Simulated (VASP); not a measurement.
# Be2SbP3 (P3m1) in VASP: a series of runs

Runs on Be2SbP3. Level: PBE. Tasks: single point, relaxation of cell and atoms.

All numbers are computed with VASP 6.6.1; they aren't measurements. Logs are shortened: lines on timing, memory, paths and dates and some standing lists are left out, and cuts for length are marked.

## 1. The cell of the first run

The structure is trigonal, space group P3m1 (No. 156). The conventional cell has a = 3.999 Å, b = 3.999 Å, c = 8.292 Å, α = 90.00°, β = 90.00°, γ = 120.00°. Be (site symmetry 3m) has 3 Sb at 2.32 Å and 1 Be at 2.80 Å within 3.1 Å. Within 3.1 Å of Be (site symmetry 3m) lie 3 P at 2.31 Å and 1 Be at 2.80 Å. Within 3.1 Å of Sb (site symmetry 3m) lie 3 Be at 2.32 Å and 1 P at 2.56 Å. P (site symmetry 3m) has 1 P at 2.20 Å and 3 Be at 2.31 Å within 2.9 Å. Within 2.9 Å of P (site symmetry 3m) lie 4 P at 2.20 to 2.35 Å. P (site symmetry 3m) has 3 P at 2.35 Å and 1 Sb at 2.56 Å within 3.1 Å.

The cell was generated, and may not be a known phase.

## 2. Single point, PBE

INCAR reads:

```
SYSTEM = Be2SbP3
PREC     = Accurate       ! precision mode
ENCUT    = 520            ! plane-wave cutoff, eV
EDIFF    = 1E-6           ! SCF threshold, eV
ISMEAR   = 0              ! smearing method
SIGMA    = 0.1            ! smearing width, eV
LREAL    = .FALSE.        ! projectors in reciprocal space
LASPH    = .TRUE.         ! aspherical terms in the spheres
NELM     = 60             ! most SCF steps
ALGO     = Fast           ! electronic algorithm
ISIF     = 2              ! what is computed and relaxed
LWAVE    = .FALSE.        ! write WAVECAR
LCHARG   = .FALSE.        ! write CHGCAR
GGA      = PE             ! functional
NBANDS   = 21             ! bands
```

KPOINTS reads:

```
Automatic mesh
0
G
  12 12 6
  0 0 0
```

POSCAR reads:

```
Be2SbP3
1.0
    3.9994792205      0.0000000000      0.0000000000
   -1.9997396102      3.4636506068      0.0000000000
    0.0000000000      0.0000000000      8.2923212476
Be Sb P
2 1 3
Direct
    0.3333333333      0.6666666667      0.6567748550
    0.3333333333      0.6666666667      0.3185175434
    0.0000000000      0.0000000000      0.6828435021
    0.6666666667      0.3333333333      0.3079544710
    0.6666666667      0.3333333333      0.0423982134
    0.0000000000      0.0000000000      0.9915104350
```

Potentials or basis: VASP PAW PBE potentials, release 64 (Be, Sb, P).

On the command line:

```
$ cat potpaw_PBE.64/Be/POTCAR potpaw_PBE.64/Sb/POTCAR potpaw_PBE.64/P/POTCAR > POTCAR
$ mpirun -np 1 vasp_std > vasp.out
```

OUTCAR:

```text
SYSTEM = Be2SbP3
   PREC = Accurate
   ENCUT = 520
   EDIFF = 1E-6
   ISMEAR = 0
   LREAL = .FALSE.
   LASPH = .TRUE.
   NELM = 60
   ISIF = 2
   GGA = PE

 ion  position               nearest neighbor table
   1  0.333  0.667  0.657-   3 2.32   3 2.32   3 2.32
   2  0.333  0.667  0.319-   4 2.31   4 2.31   4 2.31
   3  0.000  0.000  0.683-   1 2.32   1 2.32   1 2.32   6 2.56
   4  0.667  0.333  0.308-   5 2.20   2 2.31   2 2.31   2 2.31
   5  0.667  0.333  0.042-   4 2.20   6 2.35   6 2.35   6 2.35
   6  0.000  0.000  0.992-   5 2.35   5 2.35   5 2.35   3 2.56

  LATTYP: Found a hexagonal cell.
 ALAT       =     3.9994792205
 C/A-ratio  =     2.0733502515

  Lattice vectors:

 A1 = (   3.9994792205,   0.0000000000,   0.0000000000)
 A2 = (  -1.9997396102,   3.4636506068,   0.0000000000)
 A3 = (   0.0000000000,   0.0000000000,   8.2923212476)

Analysis of symmetry for initial positions (statically):
=====================================================================
 Subroutine PRICEL returns:
 Original cell was already a primitive cell.

 Routine SETGRP: Setting up the symmetry group for a
 hexagonal supercell.

 Subroutine GETGRP returns: Found  6 space group operations
 (whereof  6 operations were pure point group operations)
 out of a pool of 24 trial point group operations.

The static configuration has the point symmetry C_3v.

Analysis of symmetry for dynamics (positions and initial velocities):
=====================================================================
 Subroutine PRICEL returns:
 Original cell was already a primitive cell.

 Routine SETGRP: Setting up the symmetry group for a
 hexagonal supercell.

 Subroutine GETGRP returns: Found  6 space group operations
 (whereof  6 operations were pure point group operations)
 out of a pool of 24 trial point group operations.

The dynamic configuration has the point symmetry C_3v.

 Subroutine INISYM returns: Found  6 space group operations
 (whereof  6 operations are pure point group operations),
 and found     1 'primitive' translations

----------------------------------------------------------------------------------------

                                     Primitive cell

  volume of cell :     114.8719

  direct lattice vectors                    reciprocal lattice vectors
     3.999479221  0.000000000  0.000000000     0.250032553  0.144356362  0.000000000
    -1.999739610  3.463650607  0.000000000     0.000000000  0.288712724  0.000000000
     0.000000000  0.000000000  8.292321248     0.000000000  0.000000000  0.120593495

  length of vectors
     3.999479221  3.999479220  8.292321248     0.288712724  0.288712724  0.120593495

  position of ions in fractional coordinates (direct lattice)
     0.333333333  0.666666667  0.656774855
     0.333333333  0.666666667  0.318517543
     0.000000000  0.000000000  0.682843502
     0.666666667  0.333333333  0.307954471
     0.666666667  0.333333333  0.042398213
     0.000000000  0.000000000  0.991510435

  ion indices of the primitive-cell ions
   primitive index   ion index
                 1           1
                 2           2
                 3           3
                 4           4
                 5           5
                 6           6

----------------------------------------------------------------------------------------

 KPOINTS: Automatic mesh

Automatic generation of k-mesh.
 Grid dimensions read from file:
 generate k-points for:   12   12    6

 Generating k-lattice:

  Cartesian coordinates                     Fractional coordinates (reciprocal lattice)
     0.020836046  0.012029697  0.000000000     0.083333333  0.000000000  0.000000000
     0.000000000  0.024059394  0.000000000     0.000000000  0.083333333  0.000000000
     0.000000000  0.000000000  0.020098916     0.000000000  0.000000000  0.166666667

  Length of vectors
     0.024059394  0.024059394  0.020098916

  Shift w.r.t. Gamma in fractional coordinates (k-lattice)
     0.000000000  0.000000000  0.000000000

 Subroutine IBZKPT returns following result:
 ===========================================

 Found    100 irreducible k-points:

 Following reciprocal coordinates:
            Coordinates               Weight
  0.000000  0.000000  0.000000      1.000000
  0.083333 -0.000000  0.000000      6.000000
  0.166667 -0.000000  0.000000      6.000000
  0.250000 -0.000000  0.000000      6.000000
  0.333333 -0.000000  0.000000      6.000000
  0.416667 -0.000000  0.000000      6.000000
[... 16 lines left out ...]
  0.166667 -0.000000  0.166667      6.000000
  0.000000  0.166667  0.166667      6.000000
 [... further k-points ...]
   k-points           NKPTS =    100   k-points in BZ     NKDIM =    100   number of bands    NBANDS=     21
   number of dos      NEDOS =    301   number of ions     NIONS =      6
   total plane-waves  NPLWV =  57600
   dimension x,y,z NGX =    30 NGY =   30 NGZ =   64
   dimension x,y,z NGXF=    60 NGYF=   60 NGZF=  128
   ions per type =               2   1   3
   NGX,Y,Z   is equivalent  to a cutoff of  12.47, 12.47, 12.83 a.u.
   NGXF,Y,Z  is equivalent  to a cutoff of  24.94, 24.94, 25.66 a.u.
 SYSTEM =  Be2SbP3
   PREC   = accura    normal or accurate (medium, high low for compatibility)
   ISTART =      0    job   : 0-new  1-cont  2-samecut
   ICHARG =      2    charge: 1-file 2-atom 10-const
   ISPIN  =      1    spin polarized calculation?
   LNONCOLLINEAR =      F non collinear calculations
   LSORBIT =      F    spin-orbit coupling
   LASPH  =      T    aspherical Exc in radial PAW
   ENCUT  =  520.0 eV  38.22 Ry    6.18 a.u.   7.44  7.44 15.42*2*pi/ulx,y,z
   NELM   =     60;   NELMIN=  2; NELMDL= -5     # of ELM steps
   EDIFF  = 0.1E-05   stopping-criterion for ELM
   LREAL  =      F    real-space projection
   EDIFFG = 0.1E-04   stopping-criterion for IOM
   NSW    =      0    number of steps for IOM
   IBRION =     -1    ionic relax: 0-MD 1-quasi-New 2-CG
   NFREE  =      0    steps in history (QN), initial steepest desc. (CG)
   ISIF   =      2    stress and relaxation
   ISYM   =      2    0-nonsym 1-usesym 2-fastsym
   POTIM  = 0.5000    time-step for ionic-motion
   TEBEG  =    0.0;   TEEND  =   0.0 temperature during run
   PSTRESS=    0.0 pullay stress
   NELECT =      24.0000    total number of electrons
   NUPDOWN=      -1.0000    fix difference up-down
   EMIN   =  10.00;   EMAX   =-10.00  energy-range for DOS
   EFERMI =   0.00;   METHOD = LEGACY
   ISMEAR =     0;   SIGMA  =   0.10  broadening in eV -4-tet -1-fermi 0-gaus
   EFERMI_NEDOS =   21; number of points for ismear=-14 and -15
   IALGO  =     68    algorithm
   IMIX   =      4    mixing-type and parameters
     AMIX     =   0.40;   BMIX     =  1.00
     AMIX_MAG =   1.60;   BMIX_MAG =  1.00
  volume/ion in A,a.u.               =      19.15       129.20
  Fermi-wavevector in a.u.,A,eV,Ry     =   0.971421  1.835719 12.839250  0.943658
  Thomas-Fermi vector in A             =   2.101636
   LORBIT       =      0    0 simple, 1 ext, 2 COOP (PROOUT), +10 PAW based schemes
   GGA     = PE    functional components
   LHFCALC =     F    Hartree Fock is set to
   AEXX    =    0.0000 exact exchange contribution
   IVDW    =     0    specifies the selected vdW correction
   LEPSILON=     F    determine dielectric tensor
   LRPA    =     F    only Hartree local field effects (RPA)
 non-spin polarized calculation
 RMM-DIIS sequential band-by-band and
 Gauss-broadening in eV      SIGMA  =   0.10
  energy-cutoff  :      520.00
  volume of cell :      114.87
 maximum number of plane-waves:      3138
 NGX is ok and might be reduce to    30
   NGX = 15   NGY = 15   NGZ = 31

 number of electron      24.0000002 magnetization

 Free energy of the ion-electron system (eV)
  ---------------------------------------------------
  ext. energy  EPLUGINS =         0.00000000
  ---------------------------------------------------
  free energy    TOTEN  =       -26.30815949 eV

  energy without entropy =      -26.29655544  energy(sigma->0) =      -26.30235746

 E-fermi :   5.8779     XC(G=0):  -9.4302

 val. band max:        5.8724469928   @ k =  -0.0833   0.4167   0.1667
 cond. band min:       5.8793050389   @ k =   0.2500   0.2500   0.5000
 fundamental gap:      0.0068580461
 Fermi energy:         5.8779409190

 k-point     1 :       0.0000    0.0000    0.0000
  band No.  band energies     occupation
      1      -8.9917      2.00000
      2      -5.6410      2.00000
      3      -4.8138      2.00000
      4      -0.2994      2.00000
      5       1.2980      2.00000
      6       1.2980      2.00000
[... 13 lines left out ...]
     20      10.0057      0.00000
     21      10.0066      0.00000

 k-point     2 :       0.0833   -0.0000    0.0000
  band No.  band energies     occupation
      1      -8.9274      2.00000
      2      -5.6111      2.00000
      3      -4.7537      2.00000
      4      -0.6270      2.00000
      5       1.0349      2.00000
      6       1.1893      2.00000
[... 13 lines left out ...]
     20       9.9306      0.00000
     21      10.3214      0.00000

 k-point     3 :       0.1667   -0.0000    0.0000
  band No.  band energies     occupation
      1      -8.7377      2.00000
      2      -5.5353      2.00000
      3      -4.5790      2.00000
      4      -1.4282      2.00000
      5       0.9096      2.00000
      6       0.9303      2.00000
[... 13 lines left out ...]
     20      10.1393      0.00000
     21      10.6044      0.00000
[... 457 lines left out ...]
 k-point    23 :       0.1667   -0.0000    0.1667
  band No.  band energies     occupation
      1      -8.7339      2.00000
      2      -5.6412      2.00000
      3      -4.3982      2.00000
      4      -1.5313      2.00000
      5       0.5917      2.00000
      6       0.9339      2.00000
[... 13 lines left out ...]
     20      10.0790      0.00000
     21      10.2963      0.00000

 k-point    24 :       0.0000    0.1667    0.1667
  band No.  band energies     occupation
      1      -8.7339      2.00000
      2      -5.6428      2.00000
      3      -4.3941      2.00000
      4      -1.5323      2.00000
      5       0.5293      2.00000
      6       0.9308      2.00000
[... 13 lines left out ...]
     20      10.3676      0.00000
     21      10.7591      0.00000

 [... further k-points ...]

------------------------ aborting loop because EDIFF is reached ----------------------------------------

  FORCE on cell =-STRESS in cart. coord.  units (eV):
  Direction    XX          YY          ZZ          XY          YZ          ZX
  --------------------------------------------------------------------------------------
  -------------------------------------------------------------------------------------
  Total        0.0951378      0.0951378     -0.0627228      0.0000000     -0.0000000      0.0000000
  in kB        1.3269355      1.3269355     -0.8748269      0.0000000     -0.0000000      0.0000000
  external PRESSURE =       0.5930147 kB  Pullay stress =       0.0000000 kB

 VOLUME and BASIS-vectors are now :
 -----------------------------------------------------------------------------
  energy-cutoff  :      520.00
  volume of cell :      114.87
      direct lattice vectors                 reciprocal lattice vectors
     3.999479221  0.000000000  0.000000000     0.250032553  0.144356362  0.000000000
    -1.999739610  3.463650607  0.000000000     0.000000000  0.288712724  0.000000000
     0.000000000  0.000000000  8.292321248     0.000000000  0.000000000  0.120593495

 POSITION                                       TOTAL-FORCE (eV/Angst)
 -----------------------------------------------------------------------------------
     -0.00000      2.30910      5.44619         0.000000     -0.000000     -0.009411
     -0.00000      2.30910      2.64125        -0.000000      0.000000      0.001926
      0.00000      0.00000      5.66236         0.000000     -0.000000     -0.015226
      1.99974      1.15455      2.55366         0.000000     -0.000000     -0.045150
      1.99974      1.15455      0.35158        -0.000000      0.000000      0.030465
      0.00000      0.00000      8.22192         0.000000      0.000000      0.037396
 -----------------------------------------------------------------------------------
    total drift:                               -0.000000      0.000000     -0.000471

  FREE ENERGIE OF THE ION-ELECTRON SYSTEM (eV)
  ---------------------------------------------------
  free  energy   TOTEN  =       -26.3081594860 eV

  energy  without entropy=      -26.2965554397  energy(sigma->0) =      -26.30235746
```

Wall time 2 min (1 thread of Oxide Virtual Turin-like, shared host); peak memory 0.36 GiB.

What came out:

- Free energy: -26.3082 eV
- Pressure: 0.1 GPa
- Largest force: 0.045 eV/Å
- Band gap on the k mesh: zero (bands 12 and 13 overlap by 0.90 eV)

Forces on the atoms (eV/Å):
```
Be   0.000  0.000 -0.009
Be   0.000  0.000  0.002
Sb   0.000  0.000 -0.015
P    0.000  0.000 -0.045
P    0.000  0.000  0.030
P    0.000  0.000  0.037
```

Caveat: spin-orbit coupling is left out, which moves the levels of the heavy elements.

## 3. Relaxation of cell and atoms, PBE

This run uses another cell than the first one, of 19.36 Å³/atom.

INCAR reads:

```
SYSTEM = Be2SbP3
  PREC = Accurate
  ENCUT = 600
  EDIFF = 1E-6
  ISMEAR = 0
  SIGMA = 0.1
  LREAL = .FALSE.
  LASPH = .TRUE.
  NELM = 60
  ALGO = Fast
  ISIF = 3
  LWAVE = .FALSE.
  LCHARG = .FALSE.
  GGA = PE
  IBRION = 2
  NSW = 100
  EDIFFG = -0.01
```

KPOINTS reads:

```
regular mesh
0
G
  12 12 6
  0 0 0
```

POSCAR reads:

```
Be2SbP3
1.0
    4.0281052300      0.0000000000      0.0000000000
   -2.0140526150      3.4884414583      0.0000000000
    0.0000000000      0.0000000000      8.2650740556
Be Sb P
2 1 3
Direct
    0.3333333333      0.6666666667      0.6712146598
    0.3333333333      0.6666666667      0.3058387922
    0.0000000000      0.0000000000      0.6861347457
    0.6666666667      0.3333333333      0.3039055226
    0.6666666667      0.3333333333      0.0375033863
    0.0000000000      0.0000000000      0.9954019133
```

Potentials or basis: VASP PAW PBE potentials, release 64 (Be, Sb, P).

On the command line:

```
$ cat potpaw_PBE.64/Be/POTCAR potpaw_PBE.64/Sb/POTCAR potpaw_PBE.64/P/POTCAR > POTCAR
$ mpirun -np 1 vasp_std > vasp.out
```

Run time: 23 min. Hardware: 1 thread of Oxide Virtual Turin-like, shared host; peak memory 0.42 GiB.

It converged, with:

* Free energy: -26.3089 eV
* Relaxed volume: 19.14 Å³/atom
* Relaxed cell: a = 4.002 Å, b = 4.002 Å, c = 8.280 Å, α = 90.00°, β = 90.00°, γ = 120.00°
* Space group after relaxing (to 0.1 Å): P3m1 (No. 156)
* Energy gained by relaxing: 3.7 meV/atom
* Ionic steps: 23
* Pressure after relaxing: 0.0 GPa
* Largest force after relaxing: 0.009 eV/Å
* Band gap on the k mesh: zero (bands 12 and 13 overlap by 0.89 eV)

Forces on the atoms (eV/Å):
```
Be   0.000  0.000 -0.003
Be   0.000  0.000 -0.006
Sb   0.000  0.000  0.004
P    0.000  0.000 -0.009
P    0.000  0.000  0.005
P    0.000  0.000  0.009
```

Step by step:
| step | energy change (eV) | largest force (eV/Å) | pressure (GPa) | volume (Å³) |
| --- | --- | --- | --- | --- |
| 1 | 0.0000 | 0.1981 | -0.19 | 116.14 |
| 2 | -0.0069 | 0.1432 | 0.14 | 115.75 |
| 3 | -0.0095 | 0.1291 | 0.52 | 115.34 |
| 4 | -0.0137 | 0.0785 | 0.05 | 116.33 |
| 5 | -0.0139 | 0.0698 | -0.11 | 116.65 |
| 6 | -0.0148 | 0.0645 | -0.07 | 116.52 |
| 7 | -0.0160 | 0.1043 | 0.05 | 116.19 |
| 8 | -0.0167 | 0.0812 | 0.03 | 116.17 |
| 9 | -0.0183 | 0.0526 | -0.06 | 116.12 |
| 10 | -0.0188 | 0.1235 | -0.22 | 116.01 |
| 11 | -0.0190 | 0.0989 | -0.16 | 116.04 |
| 12 | -0.0195 | 0.0740 | -0.14 | 115.91 |
| 13 | -0.0201 | 0.1203 | -0.05 | 115.52 |
| 14 | -0.0206 | 0.1012 | -0.02 | 115.37 |
| 15 | -0.0213 | 0.0446 | 0.07 | 114.92 |
| 16 | -0.0214 | 0.0464 | 0.09 | 114.83 |
| 17 | -0.0217 | 0.0485 | 0.01 | 114.93 |
| 18 | -0.0217 | 0.0567 | -0.06 | 115.00 |
| 19 | -0.0219 | 0.0184 | -0.03 | 114.95 |
| 20 | -0.0219 | 0.0171 | -0.03 | 114.94 |
| 21 | -0.0220 | 0.0134 | 0.01 | 114.87 |
| 22 | -0.0220 | 0.0104 | 0.04 | 114.81 |
| 23 | -0.0220 | 0.0094 | 0.02 | 114.85 |

Final structure:
```
Be Sb P
1.0
     4.00203    0.00000    0.00000
    -2.00102    3.46586    0.00000
     0.00000    0.00000    8.28049
Be Sb P
2 1 3
Cartesian
  0.0000 2.3106 5.4334
  0.0000 2.3106 2.6422
  0.0000 0.0000 5.6509
  2.0010 1.1553 2.5502
  2.0010 1.1553 0.3515
  0.0000 0.0000 8.2133
```

Levels at points of the mesh, in eV from the Fermi level:
```tsv
k point	band 8	band 9	band 10	band 11	band 12	band 13	band 14	band 15	band 16
(0.00, 0.00, 0.00)	-3.48	-1.86	-1.86	-0.41	-0.41	0.69	0.84	0.84	1.96
(0.50, 0.00, 0.00)	-3.66	-2.82	-2.59	-2.13	-1.97	0.22	1.26	2.12	2.55
(0.00, 0.00, 0.50)	-2.12	-1.84	-1.84	-0.50	-0.50	-0.13	0.84	0.84	1.43
(0.50, 0.00, 0.50)	-4.40	-3.56	-2.90	-1.80	-1.55	0.67	1.32	2.32	3.39
```

Caveat: spin-orbit coupling is left out, which moves the levels of the heavy elements.
